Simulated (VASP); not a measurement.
Write the native input for VASP 6.6.1 that does the following.

```
Task                   : single point
Functional             : LDA
Potentials or basis    : VASP PAW LDA potentials, release 64 (Hg, Te)
Cutoff                 : 520 eV
k mesh                 : 6 × 6 × 4
Occupations            : fermi-dirac, width 0.05 eV
Spin                   : no spin polarisation
Dipole correction      : no
Further INCAR settings : ALGO = Normal; EDIFF = 1e-06; NBANDS = 26
```

The structure of HgTe lies in POSCAR:

```
HgTe
1.0
    2.9925200000     -3.4669300000      0.0000000000
    2.9925200000      3.4669300000      0.0000000000
    0.0000000000      0.0000000000      5.7981600000
Hg Te
2 2
Direct
    0.3430500000      0.6569500000      0.7500000000
    0.6569500000      0.3430500000      0.2500000000
    0.7848100000      0.2151900000      0.7500000000
    0.2151900000      0.7848100000      0.2500000000
```

One way to write it, as run:

INCAR

```
SYSTEM = HgTe
  PREC = Accurate
  ENCUT = 520
  EDIFF = 1E-6
  ISMEAR = -1
  SIGMA = 0.05
  LREAL = .False.
  LASPH = .True.
  NELM = 80
  ALGO = Normal
  ISIF = 2
  LWAVE = .False.
  LCHARG = .True.
  LELF = .True.
  LVHAR = .True.
  NBANDS = 26
```

KPOINTS

```
regular mesh
0
Gamma
  6 6 4
  0 0 0
```

Potentials or basis: VASP PAW LDA potentials, release 64 (Hg, Te).

Launch:

```console
$ cat potpaw_LDA.64/Hg/POTCAR potpaw_LDA.64/Te/POTCAR > POTCAR
$ mpirun -np 1 vasp_std > vasp.out
```

Results of the run:

| Item | Value |
| --- | --- |
| Pressure | -4.7 GPa |
| Largest force | 0.222 eV/Å |
| Band gap on the k mesh | zero (bands 18 and 19 overlap by 2.05 eV) |

Caveat: the cell stands under tension; spin-orbit coupling is left out, which moves the levels of the heavy elements.

Wall time 120 s on 1 thread of Intel Xeon 8259CL, with other jobs on the host, peak memory 0.26 GiB.
